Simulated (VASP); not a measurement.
# FeO (Fm-3m) in VASP: a series of runs, part 2 of 2

VASP 6.6.1.

### 3 Single point, PBE (8.73 Å³/atom)

This run uses another cell than the first one, of 8.73 Å³/atom.

The input, INCAR:

```
SYSTEM = FeO
  PREC = Accurate
  ENCUT = 1340
  EDIFF = 1E-6
  ISMEAR = 0
  SIGMA = 0.05
  LREAL = .False.
  LASPH = .True.
  NELM = 120
  ALGO = Normal
  ISIF = 2
  LWAVE = .False.
  LCHARG = .True.
  GGA = PE
  LELF = .True.
  LVHAR = .True.
  NBANDS = 18
  GGA_COMPAT = .False.
```

The input, KPOINTS:

```
regular mesh
0
Gamma
  14 14 14
  0 0 0
```

The input, POSCAR:

```
FeO
1.0
    0.0000000000      2.0587403668      2.0587403668
    2.0587403668      0.0000000000      2.0587403668
    2.0587403668      2.0587403668      0.0000000000
Fe O
1 1
Direct
    0.0000000000      0.0000000000      0.0000000000
    0.5000000000      0.5000000000      0.5000000000
```

Potentials or basis: VASP PAW PBE potentials, release 64 (Fe_sv, O_h).

Run with:

```
cat potpaw_PBE.64/Fe_sv/POTCAR potpaw_PBE.64/O_h/POTCAR > POTCAR
mpirun -np 1 vasp_std > vasp.out
```

OUTCAR:

```text
SYSTEM = FeO
   PREC = Accurate
   ENCUT = 1340
   EDIFF = 1E-6
   ISMEAR = 0
   LREAL = .False.
   LASPH = .True.
   NELM = 120
   ISIF = 2
   GGA = PE

 ion  position               nearest neighbor table
   1  0.000  0.000  0.000-
   2  0.500  0.500  0.500-

  LATTYP: Found a face centered cubic cell.
 ALAT       =     4.1174807336

  Lattice vectors:

 A1 = (   0.0000000000,   2.0587403668,   2.0587403668)
 A2 = (   2.0587403668,   0.0000000000,   2.0587403668)
 A3 = (   2.0587403668,   2.0587403668,   0.0000000000)

Analysis of symmetry for initial positions (statically):
=====================================================================
 Subroutine PRICEL returns:
 Original cell was already a primitive cell.

 Routine SETGRP: Setting up the symmetry group for a
 face centered cubic supercell.

 Subroutine GETGRP returns: Found 48 space group operations
 (whereof 48 operations were pure point group operations)
 out of a pool of 48 trial point group operations.

The static configuration has the point symmetry O_h .

Analysis of symmetry for dynamics (positions and initial velocities):
=====================================================================
 Subroutine PRICEL returns:
 Original cell was already a primitive cell.

 Routine SETGRP: Setting up the symmetry group for a
 face centered cubic supercell.

 Subroutine GETGRP returns: Found 48 space group operations
 (whereof 48 operations were pure point group operations)
 out of a pool of 48 trial point group operations.

The dynamic configuration has the point symmetry O_h .

 Subroutine INISYM returns: Found 48 space group operations
 (whereof 48 operations are pure point group operations),
 and found     1 'primitive' translations

----------------------------------------------------------------------------------------

                                     Primitive cell

  volume of cell :      17.4516

  direct lattice vectors                    reciprocal lattice vectors
     0.000000000  2.058740367  2.058740367    -0.242866953  0.242866953  0.242866953
     2.058740367  0.000000000  2.058740367     0.242866953 -0.242866953  0.242866953
     2.058740367  2.058740367  0.000000000     0.242866953  0.242866953 -0.242866953

  length of vectors
     2.911498548  2.911498548  2.911498548     0.420657902  0.420657902  0.420657902

  position of ions in fractional coordinates (direct lattice)
     0.000000000  0.000000000  0.000000000
     0.500000000  0.500000000  0.500000000

  ion indices of the primitive-cell ions
   primitive index   ion index
                 1           1
                 2           2

----------------------------------------------------------------------------------------

 KPOINTS: regular mesh

Automatic generation of k-mesh.
 Grid dimensions read from file:
 generate k-points for:   14   14   14

 Generating k-lattice:

  Cartesian coordinates                     Fractional coordinates (reciprocal lattice)
    -0.017347640  0.017347640  0.017347640     0.071428571  0.000000000  0.000000000
     0.017347640 -0.017347640  0.017347640     0.000000000  0.071428571  0.000000000
     0.017347640  0.017347640 -0.017347640     0.000000000  0.000000000  0.071428571

  Length of vectors
     0.030046993  0.030046993  0.030046993

  Shift w.r.t. Gamma in fractional coordinates (k-lattice)
     0.000000000  0.000000000  0.000000000

 Subroutine IBZKPT returns following result:
 ===========================================

 Found    104 irreducible k-points:

 Following reciprocal coordinates:
            Coordinates               Weight
  0.000000  0.000000  0.000000      1.000000
  0.071429  0.000000  0.000000      8.000000
  0.142857  0.000000  0.000000      8.000000
  0.214286  0.000000  0.000000      8.000000
  0.285714  0.000000  0.000000      8.000000
  0.357143  0.000000  0.000000      8.000000
[... 16 lines left out ...]
  0.214286  0.142857  0.000000     24.000000
  0.285714  0.142857  0.000000     24.000000
 [... further k-points ...]
   k-points           NKPTS =    104   k-points in BZ     NKDIM =    104   number of bands    NBANDS=     18
   number of dos      NEDOS =    301   number of ions     NIONS =      2
   total plane-waves  NPLWV =  46656
   dimension x,y,z NGX =    36 NGY =   36 NGZ =   36
   dimension x,y,z NGXF=    72 NGYF=   72 NGZF=   72
   ions per type =               1   1
   NGX,Y,Z   is equivalent  to a cutoff of  20.56, 20.56, 20.56 a.u.
   NGXF,Y,Z  is equivalent  to a cutoff of  41.11, 41.11, 41.11 a.u.
 SYSTEM =  FeO
   PREC   = accura    normal or accurate (medium, high low for compatibility)
   ISTART =      0    job   : 0-new  1-cont  2-samecut
   ICHARG =      2    charge: 1-file 2-atom 10-const
   ISPIN  =      1    spin polarized calculation?
   LNONCOLLINEAR =      F non collinear calculations
   LSORBIT =      F    spin-orbit coupling
   LASPH  =      T    aspherical Exc in radial PAW
   ENCUT  = 1340.0 eV  98.49 Ry    9.92 a.u.   8.69  8.69  8.69*2*pi/ulx,y,z
   NELM   =    120;   NELMIN=  2; NELMDL= -5     # of ELM steps
   EDIFF  = 0.1E-05   stopping-criterion for ELM
   LREAL  =      F    real-space projection
   EDIFFG = 0.1E-04   stopping-criterion for IOM
   NSW    =      0    number of steps for IOM
   IBRION =     -1    ionic relax: 0-MD 1-quasi-New 2-CG
   NFREE  =      0    steps in history (QN), initial steepest desc. (CG)
   ISIF   =      2    stress and relaxation
   ISYM   =      2    0-nonsym 1-usesym 2-fastsym
   POTIM  = 0.5000    time-step for ionic-motion
   TEBEG  =    0.0;   TEEND  =   0.0 temperature during run
   PSTRESS=    0.0 pullay stress
   NELECT =      22.0000    total number of electrons
   NUPDOWN=      -1.0000    fix difference up-down
   EMIN   =  10.00;   EMAX   =-10.00  energy-range for DOS
   EFERMI =   0.00;   METHOD = LEGACY
   ISMEAR =     0;   SIGMA  =   0.05  broadening in eV -4-tet -1-fermi 0-gaus
   EFERMI_NEDOS =   21; number of points for ismear=-14 and -15
   IALGO  =     38    algorithm
   IMIX   =      4    mixing-type and parameters
     AMIX     =   0.40;   BMIX     =  1.00
     AMIX_MAG =   1.60;   BMIX_MAG =  1.00
  volume/ion in A,a.u.               =       8.73        58.88
  Fermi-wavevector in a.u.,A,eV,Ry     =   1.768496  3.341973 42.553296  3.127579
  Thomas-Fermi vector in A             =   2.835672
   LORBIT       =      0    0 simple, 1 ext, 2 COOP (PROOUT), +10 PAW based schemes
   GGA     = PE    functional components
   LHFCALC =     F    Hartree Fock is set to
   AEXX    =    0.0000 exact exchange contribution
   IVDW    =     0    specifies the selected vdW correction
   LEPSILON=     F    determine dielectric tensor
   LRPA    =     F    only Hartree local field effects (RPA)
 non-spin polarized calculation
 Gauss-broadening in eV      SIGMA  =   0.05
  energy-cutoff  :     1340.00
  volume of cell :       17.45
 maximum number of plane-waves:      1968
   NGX = 17   NGY = 17   NGZ = 17

 number of electron      22.0000001 magnetization

 Free energy of the ion-electron system (eV)
  ---------------------------------------------------
  ext. energy  EPLUGINS =         0.00000000
  ---------------------------------------------------
  free energy    TOTEN  =       -13.88896825 eV

  energy without entropy =      -13.87888730  energy(sigma->0) =      -13.88392777

 E-fermi :  11.7057     XC(G=0): -13.3957

 val. band max:       11.7037425286   @ k =  -0.4286   0.3571   0.1429
 cond. band min:      11.7061957624   @ k =   0.3571   0.3571   0.0000
 fundamental gap:      0.0024532338
 Fermi energy:        11.7056633302

 k-point     1 :       0.0000    0.0000    0.0000
  band No.  band energies     occupation
      1     -75.2186      2.00000
      2     -41.2917      2.00000
      3     -41.2917      2.00000
      4     -41.2916      2.00000
      5     -10.0162      2.00000
      6       7.4588      2.00000
[... 10 lines left out ...]
     17      31.0498      0.00000
     18      31.0498      0.00000
[... 463 lines left out ...]
 k-point    24 :       0.2857    0.1429    0.0000
  band No.  band energies     occupation
      1     -75.2113      2.00000
      2     -41.3454      2.00000
      3     -41.3062      2.00000
      4     -41.3044      2.00000
      5      -9.2697      2.00000
      6       4.3184      2.00000
[... 10 lines left out ...]
     17      28.5533      0.00000
     18      30.9695      0.00000

 [... further k-points ...]

------------------------ aborting loop because EDIFF is reached ----------------------------------------

  FORCE on cell =-STRESS in cart. coord.  units (eV):
  Direction    XX          YY          ZZ          XY          YZ          ZX
  --------------------------------------------------------------------------------------
  -------------------------------------------------------------------------------------
  Total       -0.5475142     -0.5475142     -0.5475142      0.0000000     -0.0000000      0.0000000
  in kB      -50.2656418    -50.2656418    -50.2656418      0.0000000     -0.0000000      0.0000000
  external PRESSURE =     -50.2656418 kB  Pullay stress =       0.0000000 kB

 VOLUME and BASIS-vectors are now :
 -----------------------------------------------------------------------------
  energy-cutoff  :     1340.00
  volume of cell :       17.45
      direct lattice vectors                 reciprocal lattice vectors
     0.000000000  2.058740367  2.058740367    -0.242866953  0.242866953  0.242866953
     2.058740367  0.000000000  2.058740367     0.242866953 -0.242866953  0.242866953
     2.058740367  2.058740367  0.000000000     0.242866953  0.242866953 -0.242866953

 POSITION                                       TOTAL-FORCE (eV/Angst)
 -----------------------------------------------------------------------------------
      0.00000      0.00000      0.00000        -0.000000      0.000000     -0.000000
      2.05874      2.05874      2.05874         0.000000     -0.000000      0.000000
 -----------------------------------------------------------------------------------
    total drift:                                0.000000      0.000000      0.000000

  FREE ENERGIE OF THE ION-ELECTRON SYSTEM (eV)
  ---------------------------------------------------
  free  energy   TOTEN  =       -13.8889682463 eV

  energy  without entropy=      -13.8788872967  energy(sigma->0) =      -13.88392777
```

It took 80 s on 1 thread of AMD EPYC 9R45 (Zen 5), shared host; peak memory 0.25 GiB.

What came out:

| Property | Result |
| --- | --- |
| Free energy | -13.8890 eV |
| Pressure | -5.0 GPa |
| Band gap on the k mesh | zero (bands 11 and 12 overlap by 1.06 eV) |

Levels at points of the mesh, in eV from the Fermi level:
```tsv
k point	band 7	band 8	band 9	band 10	band 11	band 12	band 13	band 14	band 15	band 16
(0.00, 0.00, 0.00)	-4.25	-4.25	-1.63	-1.63	-1.63	-1.02	-1.02	1.73	16.46	19.34
(0.50, 0.00, 0.00)	-6.55	-6.55	-0.37	-0.37	-0.07	2.12	2.12	5.23	10.65	14.56
(0.50, 0.50, 0.00)	-5.47	-5.47	-3.13	-0.42	0.04	0.04	0.28	7.64	10.19	12.93
```

Caveat: the cell stands under tension; the run has no spin polarisation, though such a crystal can be magnetic; semilocal functionals often make such compounds metallic where correlation or magnetic order opens a gap, which also shifts bond lengths.

### 4 Single point, PBE (8.38 Å³/atom)

This run uses another cell than the first one, of 8.38 Å³/atom.

The input, INCAR:

```
  PREC = Accurate
  ENCUT = 1340
  EDIFF = 1E-6
  ISMEAR = 0
  SIGMA = 0.05
  LREAL = False
  LASPH = True
  NELM = 120
  ALGO = Normal
  ISIF = 2
  LWAVE = False
  LCHARG = False
  GGA = PE
  NBANDS = 18
  GGA_COMPAT = False
```

The input, KPOINTS:

```
regular mesh
0
Gamma
  14 14 14
```

The input, POSCAR:

```
FeO
1.0
    0.0000000000      2.0314690713      2.0314690713
    2.0314690713      0.0000000000      2.0314690713
    2.0314690713      2.0314690713      0.0000000000
Fe O
1 1
Direct
    0.0000000000      0.0000000000      0.0000000000
    0.5000000000      0.5000000000      0.5000000000
```

Potentials or basis: VASP PAW PBE potentials, release 64 (Fe_sv, O_h).

Run with:

```
cat potpaw_PBE.64/Fe_sv/POTCAR potpaw_PBE.64/O_h/POTCAR > POTCAR
mpirun -np 1 vasp_std > vasp.out
```

OUTCAR:

```text
PREC = Accurate
   ENCUT = 1340
   EDIFF = 1E-6
   ISMEAR = 0
   LREAL = False
   LASPH = True
   NELM = 120
   ISIF = 2
   GGA = PE

 ion  position               nearest neighbor table
   1  0.000  0.000  0.000-   2 2.03   2 2.03   2 2.03   2 2.03   2 2.03   2 2.03
   2  0.500  0.500  0.500-   1 2.03   1 2.03   1 2.03   1 2.03   1 2.03   1 2.03

  LATTYP: Found a face centered cubic cell.
 ALAT       =     4.0629381426

  Lattice vectors:

 A1 = (   0.0000000000,   2.0314690713,   2.0314690713)
[... 690 lines left out ...]
------------------------ aborting loop because EDIFF is reached ----------------------------------------

  FORCE on cell =-STRESS in cart. coord.  units (eV):
  Direction    XX          YY          ZZ          XY          YZ          ZX
  --------------------------------------------------------------------------------------
  -------------------------------------------------------------------------------------
  Total        0.4618249      0.4618249      0.4618249      0.0000000     -0.0000000      0.0000000
  in kB       44.1293277     44.1293277     44.1293277      0.0000000     -0.0000000      0.0000000
  external PRESSURE =      44.1293277 kB  Pullay stress =       0.0000000 kB

 VOLUME and BASIS-vectors are now :
 -----------------------------------------------------------------------------
  energy-cutoff  :     1340.00
  volume of cell :       16.77
      direct lattice vectors                 reciprocal lattice vectors
     0.000000000  2.031469071  2.031469071    -0.246127301  0.246127301  0.246127301
     2.031469071  0.000000000  2.031469071     0.246127301 -0.246127301  0.246127301
     2.031469071  2.031469071  0.000000000     0.246127301  0.246127301 -0.246127301

 POSITION                                       TOTAL-FORCE (eV/Angst)
 -----------------------------------------------------------------------------------
      0.00000      0.00000      0.00000         0.000000      0.000000      0.000000
      2.03147      2.03147      2.03147         0.000000      0.000000     -0.000000
 -----------------------------------------------------------------------------------
    total drift:                                0.000000      0.000000      0.000000

  FREE ENERGIE OF THE ION-ELECTRON SYSTEM (eV)
  ---------------------------------------------------
  free  energy   TOTEN  =       -13.8906103807 eV

  energy  without entropy=      -13.8810183028  energy(sigma->0) =      -13.88581434
```

stdout:

```text
POSCAR found type information on POSCAR FeO
 POSCAR found :  2 types and       2 ions
 scaLAPACK will be used
 LDA part: xc-table for (Slater+PW92), standard interpolation
 POSCAR, INCAR and KPOINTS ok, starting setup
 FFT: planning ... GRIDC
 FFT: planning ... GRID_SOFT
 FFT: planning ... GRID
 WAVECAR not read
 entering main loop
```

Run time: 69 s. Hardware: 1 thread of Intel Xeon 6975P-C (Granite Rapids), shared host; peak memory 0.29 GiB.

Results:

```yaml
Free_energy: -13.8906 eV
Pressure: 4.4 GPa
Band_gap_on_the_k_mesh: zero (bands 11 and 12 overlap by 1.14 eV)
```

Levels at points of the mesh, in eV from the Fermi level:
| k point | band 8 | band 9 | band 10 | band 11 | band 12 | band 13 | band 14 | band 15 |
| --- | --- | --- | --- | --- | --- | --- | --- | --- |
| (0.00, 0.00, 0.00) | -4.43 | -1.75 | -1.75 | -1.75 | -1.10 | -1.10 | 2.00 | 16.57 |
| (0.50, 0.00, 0.00) | -6.86 | -0.40 | -0.40 | -0.07 | 2.24 | 2.24 | 5.33 | 11.07 |
| (0.50, 0.50, 0.00) | -5.70 | -3.36 | -0.45 | 0.04 | 0.04 | 0.35 | 7.97 | 10.46 |

Caveat: the cell stands under pressure; the run has no spin polarisation, though such a crystal can be magnetic; semilocal functionals often make such compounds metallic where correlation or magnetic order opens a gap, which also shifts bond lengths.

### 5 Overview

```csv
cell,gap on the mesh (eV),pressure (GPa)
"a = 2.892 Å, angles 60.0°, 2 atoms",none,-0.6
"a = 2.911 Å, angles 60.0°, 2 atoms",none,-5.0
"a = 2.873 Å, angles 60.0°, 2 atoms",none,4.4
```

Alike in all rows: task single point; level PBE; potentials or basis VASP PAW PBE potentials, release 64 (Fe_sv, O_h); no spin polarisation; k mesh 14 × 14 × 14; cutoff (eV) 1340; smearing gaussian 0.05 eV.

Caveats: the run has no spin polarisation, though such a crystal can be magnetic; semilocal functionals often make such compounds metallic where correlation or magnetic order opens a gap, which also shifts bond lengths; the cell stands under tension (at least some runs); the cell stands under pressure (at least some runs).

Total energies depend on the potentials used, so only differences within one code and one set of settings carry meaning.

### 6 How close it comes

Step 2. Measured gap of FeO: 2.4 eV (optical; quoted in “W\"ustite: Electric, thermodynamic and optical properties of FeO”, 2012, arxiv:1203.1201). This calculation gives 0.00 eV (-2.40 eV). So large a miss can be the level of theory's own, or it may mean another phase, state or a wrong row. The value is that of PBE on a finite k mesh, which can miss the band edges, without temperature or zero-point motion. Semilocal functionals fall short of measured gaps as a rule.
